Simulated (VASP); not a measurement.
# Si (P6_3/mmc) in VASP: a series of runs

The runs below take Si through relaxation of the atoms, with PBEsol.

Program: VASP 6.6.1. These are calculated values, not measurements. Logs are shortened: lines on timing, memory, paths and dates and some standing lists are left out, and cuts for length are marked.

### Step 1. The cell of the first run

Symmetry: P6_3/mmc, No. 194, hexagonal system. The conventional cell has a = 3.831 Å, b = 3.831 Å, c = 6.262 Å, α = 90.00°, β = 90.00°, γ = 120.00°. Si (site symmetry 3m) has 4 Si at 2.35 Å within 3.1 Å.

### Step 2. Relaxation of the atoms, PBEsol (strained cell)

Contents of INCAR:

```
SYSTEM = Si
PREC = Accurate
ENCUT = 450
EDIFF = 1E-7
ISMEAR = 0
SIGMA = 0.01
LREAL = .FALSE.
LASPH = .TRUE.
NELM = 120
ALGO = Normal
ISIF = 2
LWAVE = .FALSE.
LCHARG = .FALSE.
GGA = PS
IBRION = 2
NSW = 60
EDIFFG = -0.002
GGA_COMPAT = .FALSE.
NELMIN = 4
```

Contents of KPOINTS:

```
regular mesh
0
G
  9 9 6
  0 0 0
```

Contents of POSCAR:

```
Si
1.0
    3.8310844219      0.0000000000      0.0000000000
   -1.9155422110      3.3178164334      0.0000000000
    0.0000000000      0.0000000000      6.2615031351
Si
4
Direct
    0.3333333333      0.6666666667     -0.0007448937
    0.6666666667      0.3333333333      0.4992551063
    0.3333333333      0.6666666667      0.3747448937
    0.6666666667      0.3333333333      0.8747448937
```

Potentials or basis: VASP PAW PBE potentials, release 64 (Si).

On the command line:

```console
cat potpaw_PBE.64/Si/POTCAR > POTCAR
mpirun -np 1 vasp_std > vasp.out
```

OUTCAR:

```text
SYSTEM = Si
   PREC = Accurate
   ENCUT = 450
   EDIFF = 1E-7
   ISMEAR = 0
   LREAL = .FALSE.
   LASPH = .TRUE.
   NELM = 120
   ISIF = 2
   GGA = PS
   IBRION = 2
   NSW = 60
   EDIFFG = -0.002
   NELMIN = 4

 ion  position               nearest neighbor table
   1  0.333  0.667  0.999-   4 2.35   4 2.35   4 2.35   3 2.35
   2  0.667  0.333  0.499-   3 2.35   3 2.35   3 2.35   4 2.35
   3  0.333  0.667  0.375-   2 2.35   2 2.35   2 2.35   1 2.35
   4  0.667  0.333  0.875-   1 2.35   1 2.35   1 2.35   2 2.35

  LATTYP: Found a hexagonal cell.
 ALAT       =     3.8310844219
 C/A-ratio  =     1.6343944548

  Lattice vectors:

 A1 = (   3.8310844219,   0.0000000000,   0.0000000000)
 A2 = (  -1.9155422110,   3.3178164334,   0.0000000000)
 A3 = (   0.0000000000,   0.0000000000,   6.2615031351)

Analysis of symmetry for initial positions (statically):
=====================================================================
 Subroutine PRICEL returns:
 Original cell was already a primitive cell.

 Routine SETGRP: Setting up the symmetry group for a
 hexagonal supercell.

 Subroutine GETGRP returns: Found 24 space group operations
 (whereof  6 operations were pure point group operations)
 out of a pool of 24 trial point group operations.

The static configuration has the point symmetry C_3v.
 The point group associated with its full space group is D_6h.

Analysis of symmetry for dynamics (positions and initial velocities):
=====================================================================
 Subroutine PRICEL returns:
 Original cell was already a primitive cell.

 Routine SETGRP: Setting up the symmetry group for a
 hexagonal supercell.

 Subroutine GETGRP returns: Found 24 space group operations
 (whereof  6 operations were pure point group operations)
 out of a pool of 24 trial point group operations.

The dynamic configuration has the point symmetry C_3v.
 The point group associated with its full space group is D_6h.

 Subroutine INISYM returns: Found 24 space group operations
 (whereof  6 operations are pure point group operations),
 and found     1 'primitive' translations

----------------------------------------------------------------------------------------

                                     Primitive cell

  volume of cell :      79.5889

  direct lattice vectors                    reciprocal lattice vectors
     3.831084422  0.000000000  0.000000000     0.261022700  0.150701526  0.000000000
    -1.915542211  3.317816433  0.000000000     0.000000000  0.301403052  0.000000000
     0.000000000  0.000000000  6.261503135     0.000000000  0.000000000  0.159706061

  length of vectors
     3.831084422  3.831084422  6.261503135     0.301403052  0.301403052  0.159706061

  position of ions in fractional coordinates (direct lattice)
     0.333333333  0.666666667  0.999255106
     0.666666667  0.333333333  0.499255106
     0.333333333  0.666666667  0.374744894
     0.666666667  0.333333333  0.874744894

  ion indices of the primitive-cell ions
   primitive index   ion index
                 1           1
                 2           2
                 3           3
                 4           4

----------------------------------------------------------------------------------------

 KPOINTS: regular mesh

Automatic generation of k-mesh.
 Grid dimensions read from file:
 generate k-points for:    9    9    6

 Generating k-lattice:

  Cartesian coordinates                     Fractional coordinates (reciprocal lattice)
     0.029002522  0.016744614  0.000000000     0.111111111  0.000000000  0.000000000
[... 70 lines left out ...]
   NELECT =      16.0000    total number of electrons
   NUPDOWN=      -1.0000    fix difference up-down
   EMIN   =  10.00;   EMAX   =-10.00  energy-range for DOS
   EFERMI =   0.00;   METHOD = LEGACY
   ISMEAR =     0;   SIGMA  =   0.01  broadening in eV -4-tet -1-fermi 0-gaus
   EFERMI_NEDOS =   21; number of points for ismear=-14 and -15
   IALGO  =     38    algorithm
   IMIX   =      4    mixing-type and parameters
     AMIX     =   0.40;   BMIX     =  1.00
     AMIX_MAG =   1.60;   BMIX_MAG =  1.00
  volume/ion in A,a.u.               =      19.90       134.27
  Fermi-wavevector in a.u.,A,eV,Ry     =   0.959026  1.812297 12.513711  0.919732
  Thomas-Fermi vector in A             =   2.088186
   LORBIT       =      0    0 simple, 1 ext, 2 COOP (PROOUT), +10 PAW based schemes
   GGA     = PS    functional components
   LHFCALC =     F    Hartree Fock is set to
   AEXX    =    0.0000 exact exchange contribution
   IVDW    =     0    specifies the selected vdW correction
   LEPSILON=     F    determine dielectric tensor
   LRPA    =     F    only Hartree local field effects (RPA)
 conjugate gradient relaxation of ions
 non-spin polarized calculation
 Gauss-broadening in eV      SIGMA  =   0.01
  energy-cutoff  :      450.00
  volume of cell :       79.59
 maximum number of plane-waves:      1762
 NGX is ok and might be reduce to    28
   NGX = 13   NGY = 13   NGZ = 21

--------------------------------------- Ionic step        1  -------------------------------------------

 number of electron      15.9999998 magnetization

 Free energy of the ion-electron system (eV)
  ---------------------------------------------------
  ext. energy  EPLUGINS =         0.00000000
  ---------------------------------------------------
  free energy    TOTEN  =       -22.94183403 eV

  energy without entropy =      -22.94183403  energy(sigma->0) =      -22.94183403

------------------------ aborting loop because EDIFF is reached ----------------------------------------

  FORCE on cell =-STRESS in cart. coord.  units (eV):
  Direction    XX          YY          ZZ          XY          YZ          ZX
  --------------------------------------------------------------------------------------
  -------------------------------------------------------------------------------------
  Total        0.0550216      0.0550216      1.0594918     -0.0000000      0.0000000      0.0000000
  in kB        1.1076210      1.1076210     21.3282631     -0.0000000      0.0000000      0.0000000
  external PRESSURE =       7.8478351 kB  Pullay stress =       0.0000000 kB

 VOLUME and BASIS-vectors are now :
 -----------------------------------------------------------------------------
  energy-cutoff  :      450.00
  volume of cell :       79.59
      direct lattice vectors                 reciprocal lattice vectors
     3.831084422  0.000000000  0.000000000     0.261022700  0.150701526  0.000000000
    -1.915542211  3.317816433  0.000000000     0.000000000  0.301403052  0.000000000
     0.000000000  0.000000000  6.261503135     0.000000000  0.000000000  0.159706061

 POSITION                                       TOTAL-FORCE (eV/Angst)
 -----------------------------------------------------------------------------------
     -0.00000      2.21188      6.25684         0.000000      0.000000     -0.006096
      1.91554      1.10594      3.12609         0.000000     -0.000000     -0.006096
     -0.00000      2.21188      2.34647        -0.000000      0.000000      0.006096
      1.91554      1.10594      5.47722        -0.000000     -0.000000      0.006096
 -----------------------------------------------------------------------------------
    total drift:                               -0.000000      0.000000      0.000000

  FREE ENERGIE OF THE ION-ELECTRON SYSTEM (eV)
  ---------------------------------------------------
  free  energy   TOTEN  =       -22.9418340320 eV

  energy  without entropy=      -22.9418340320  energy(sigma->0) =      -22.94183403

--------------------------------------- Ionic step        2  -------------------------------------------

 number of electron      15.9999998 magnetization

 Free energy of the ion-electron system (eV)
  ---------------------------------------------------
  ext. energy  EPLUGINS =         0.00000000
  ---------------------------------------------------
  free energy    TOTEN  =       -22.94183668 eV

  energy without entropy =      -22.94183668  energy(sigma->0) =      -22.94183668

 E-fermi :   6.1935     XC(G=0):  -9.5709

 val. band max:        6.0914383238   @ k =   0.0000   0.0000   0.0000
 cond. band min:       6.3701294578   @ k =   0.4444  -0.0000   0.0000
 fundamental gap:      0.2786911341
 Fermi energy:         6.1935277393

 k-point     1 :       0.0000    0.0000    0.0000
  band No.  band energies     occupation
      1      -6.1960      2.00000
      2      -3.8073      2.00000
      3      -1.1864      2.00000
      4       4.4990      2.00000
      5       4.4990      2.00000
      6       5.8251      2.00000
      7       6.0914      2.00000
      8       6.0914      2.00000
      9       6.9620      0.00000
     10       8.0000      0.00000
     11       8.0000      0.00000
     12       8.5935      0.00000
[... 331 lines left out ...]
 k-point    24 :       0.3333    0.3333    0.1667
  band No.  band energies     occupation
      1      -2.9618      2.00000
      2      -2.9618      2.00000
      3      -0.7200      2.00000
      4      -0.7200      2.00000
      5       0.8689      2.00000
      6       2.5059      2.00000
      7       2.8377      2.00000
      8       2.8377      2.00000
      9       7.2165      0.00000
     10       9.8969      0.00000
     11       9.8969      0.00000
     12      11.3613      0.00000

 [... further k-points ...]
[... 5 lines left out ...]
  --------------------------------------------------------------------------------------
  -------------------------------------------------------------------------------------
  Total        0.0621089      0.0621089      1.0454025     -0.0000000      0.0000000      0.0000000
  in kB        1.2502922      1.2502922     21.0446373     -0.0000000      0.0000000      0.0000000
  external PRESSURE =       7.8484073 kB  Pullay stress =       0.0000000 kB

 VOLUME and BASIS-vectors are now :
 -----------------------------------------------------------------------------
  energy-cutoff  :      450.00
  volume of cell :       79.59
      direct lattice vectors                 reciprocal lattice vectors
     3.831084422  0.000000000  0.000000000     0.261022700  0.150701526  0.000000000
    -1.915542211  3.317816433  0.000000000     0.000000000  0.301403052  0.000000000
     0.000000000  0.000000000  6.261503135     0.000000000  0.000000000  0.159706061

 POSITION                                       TOTAL-FORCE (eV/Angst)
 -----------------------------------------------------------------------------------
     -0.00000      2.21188      6.25654         0.000000     -0.000000      0.001784
      1.91554      1.10594      3.12579        -0.000000     -0.000000      0.001784
     -0.00000      2.21188      2.34676         0.000000      0.000000     -0.001784
      1.91554      1.10594      5.47751         0.000000     -0.000000     -0.001784
 -----------------------------------------------------------------------------------
    total drift:                               -0.000000      0.000000      0.000000

  FREE ENERGIE OF THE ION-ELECTRON SYSTEM (eV)
  ---------------------------------------------------
  free  energy   TOTEN  =       -22.9418366769 eV

  energy  without entropy=      -22.9418366769  energy(sigma->0) =      -22.94183668

 reached required accuracy - stopping structural energy minimisation
```

Wall time 80 s (1 thread of Intel Xeon 8259CL, shared host); peak memory 0.19 GiB.

What came out:

```yaml
Free_energy: -22.9418 eV
Energy_gained_by_relaxing: 0.0 meV/atom
Ionic_steps: 2
Pressure_after_relaxing: 0.8 GPa
Band_gap_on_the_k_mesh: 0.28 eV, indirect (least direct gap 0.87 eV)
```

Stress tensor (GPa, compression positive):
```
0.13 0.00 0.00
0.00 0.13 0.00
0.00 0.00 2.10
```

Final structure:
```xyz
4
Lattice="3.8311 0.0000 0.0000 -1.9155 3.3178 0.0000 0.0000 0.0000 6.2615" Properties=species:S:1:pos:R:3 pbc="T T T"
Si    0.0000    2.2119    6.2565
Si    1.9155    1.1059    3.1258
Si    0.0000    2.2119    2.3468
Si    1.9155    1.1059    5.4775
```

Caveat: the cell differs from its parent crystal (strained cell); the PAW data sets were made with another functional, which shifts forces and pressure a little.

### Step 3. Relaxation of the atoms, PBEsol (strained cell)

Contents of INCAR:

```
SYSTEM = Si
ALGO     = Normal         ! electronic algorithm
EDIFF    = 1E-7           ! SCF threshold, eV
EDIFFG   = -0.002         ! ionic threshold
ENCUT    = 450            ! plane-wave cutoff, eV
GGA      = PS             ! functional
GGA_COMPAT= .False.      
IBRION   = 2              ! ionic algorithm
ISIF     = 2              ! what is computed and relaxed
ISMEAR   = 0              ! smearing method
LASPH    = .True.         ! aspherical terms in the spheres
LCHARG   = .False.        ! write CHGCAR
LREAL    = .False.        ! projectors in reciprocal space
LWAVE    = .False.        ! write WAVECAR
NELM     = 120            ! most SCF steps
NELMIN   = 4            
NSW      = 60             ! ionic steps
PREC     = Accurate       ! precision mode
SIGMA    = 0.01           ! smearing width, eV
```

Contents of KPOINTS:

```
k-points
0
Gamma
  9 9 6
  0 0 0
```

Contents of POSCAR:

```
Si
1.0
    3.8343015859      0.0000000000      0.0000000000
   -1.9171507929      3.3206025792      0.0000000000
    0.0000000000      0.0000000000      6.2615031351
Si
4
Direct
    0.3333333333      0.6666666667      0.0000086266
    0.6666666667      0.3333333333      0.5000086266
    0.3333333333      0.6666666667      0.3739913734
    0.6666666667      0.3333333333      0.8739913734
```

Potentials or basis: VASP PAW PBE potentials, release 64 (Si).

On the command line:

```console
cat potpaw_PBE.64/Si/POTCAR > POTCAR
mpirun -np 1 vasp_std > vasp.out
```

Wall time 1.8 min (1 thread of Intel Xeon 8259CL, shared host); peak memory 0.19 GiB.

It converged, with:

```
Free energy               : -22.9419 eV
Energy gained by relaxing : 0.4 meV/atom
Ionic steps               : 3
Pressure after relaxing   : 0.6 GPa
Band gap on the k mesh    : 0.28 eV, indirect (least direct gap 0.86 eV)
```

Stress tensor (GPa, compression positive):
```
-0.08  0.00  0.00
 0.00 -0.08  0.00
 0.00  0.00  2.04
```

Step by step:
```tsv
step	energy change (eV)	largest force (eV/Å)	pressure (GPa)
1	0.0000	0.1443	0.63
2	-0.0014	0.0437	0.62
3	-0.0015	0.0000	0.62
```

Final structure:
```
CELL_PARAMETERS angstrom
3.83430 0.00000 0.00000
-1.91715 3.32060 0.00000
0.00000 0.00000 6.26150
ATOMIC_POSITIONS crystal
Si 0.33333 0.66667 0.99916
Si 0.66667 0.33333 0.49916
Si 0.33333 0.66667 0.37484
Si 0.66667 0.33333 0.87484
```

Levels at points of the mesh, in eV from the valence-band top:
```csv
k point,band 4,band 5,band 6,band 7,band 8,band 9,band 10,band 11,band 12
"(0.00, 0.00, 0.00)",-1.59,-1.59,-0.26,0.00,0.00,0.86,1.91,1.91,2.51
"(0.00, 0.00, 0.50)",-4.18,-0.98,-0.98,-0.98,-0.98,1.68,1.68,2.90,2.90
```

Caveat: the cell differs from its parent crystal (strained cell); the PAW data sets were made with another functional, which shifts forces and pressure a little.
